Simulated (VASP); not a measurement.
Here is a VASP 6.6.1 calculation.

File INCAR:

```
SYSTEM = Sr
  ALGO = Normal
  EDIFF = 1E-6
  ENCUT = 520
  GGA = PE
  ISIF = 2
  ISMEAR = 0
  LASPH = .TRUE.
  LCHARG = .TRUE.
  LELF = .TRUE.
  LREAL = .FALSE.
  LVHAR = .TRUE.
  LWAVE = .FALSE.
  NBANDS = 39
  NELM = 60
  PREC = Accurate
  SIGMA = 0.05
```

File KPOINTS:

```
k-points
0
G
  1 1 6
  0 0 0
```

The input POSCAR:

```
Sr
1.0
   15.0000000000      0.0000000000      0.0000000000
    0.0000000000     15.3000000000      0.0000000000
    0.0000000000      0.0000000000      6.0256401814
Sr
6
Direct
    0.7008546727      0.6969163458      0.0000000000
    0.2991453273      0.5000000000      0.5000000000
    0.7008546727      0.5000000000      0.5000000000
    0.5000000000      0.3030836542      0.5000000000
    0.5000000000      0.6969163458      0.5000000000
    0.5000000000      0.5000000000      0.0000000000
```

Potentials or basis: VASP PAW PBE potentials, release 64 (Sr_sv).

Run with:

```sh
$ cat potpaw_PBE.64/Sr_sv/POTCAR > POTCAR
$ mpirun -np 1 vasp_std > vasp.out
```

**Question.** What does it give for the largest force?

**Answer.** 0.127 eV/Å.

**Question.** What does it give for the band gap on the k mesh?

**Answer.** Zero (bands 30 and 31 overlap by 0.07 eV).

Forces in eV/Å, atoms in the order of the input:
```
Sr  -0.042 -0.044  0.000
Sr   0.038 -0.031  0.000
Sr  -0.096  0.043  0.000
Sr  -0.032  0.043  0.000
Sr   0.043 -0.100  0.000
Sr   0.090  0.090  0.000
```
